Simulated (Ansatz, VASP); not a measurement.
**Fe in VASP and in Ansatz**

```xyz
1
Lattice="-1.4430 1.4430 1.4430 1.4430 -1.4430 1.4430 1.4430 1.4430 -1.4430" Properties=species:S:1:pos:R:3 pbc="T T T"
Fe    0.0000    0.0000    0.0000
```

Alike in both runs: task single point; functional PBE; k mesh 13 × 13 × 13; occupations gaussian, width 0.016 eV; collinear spin.

|  | VASP | Ansatz |
| --- | --- | --- |
| version | VASP 6.6.1 | Ansatz 0.2.0 |
| potentials or method | VASP PAW PBE potentials, release 64 (Fe) | Ansatz PAW |
| plane-wave cutoff (eV) | 520 | 420 |
| valence electrons in the cell | 8 | 16 |

Ansatz gave:

- gap on the k mesh at the Fermi level (eV): none
- pressure (GPa): -9.6
- net moment per atom (μB): 2.25
- size of the moment on the site where the two differ most (μB): 2.31

Q: Which values does VASP return?

A: gap on the k mesh at the Fermi level (eV): none; pressure (GPa): -9.2; net moment per atom (μB): 2.28; size of the moment on the site where the two differ most (μB): 2.29.

Site moments also hang on the region over which each program counts them. A gap of «none» marks a metal or a gap that the smearing closes. VASP's potentials hold 8 valence electrons a cell and Ansatz's 16, so a difference there can come from the potentials and not from the codes.
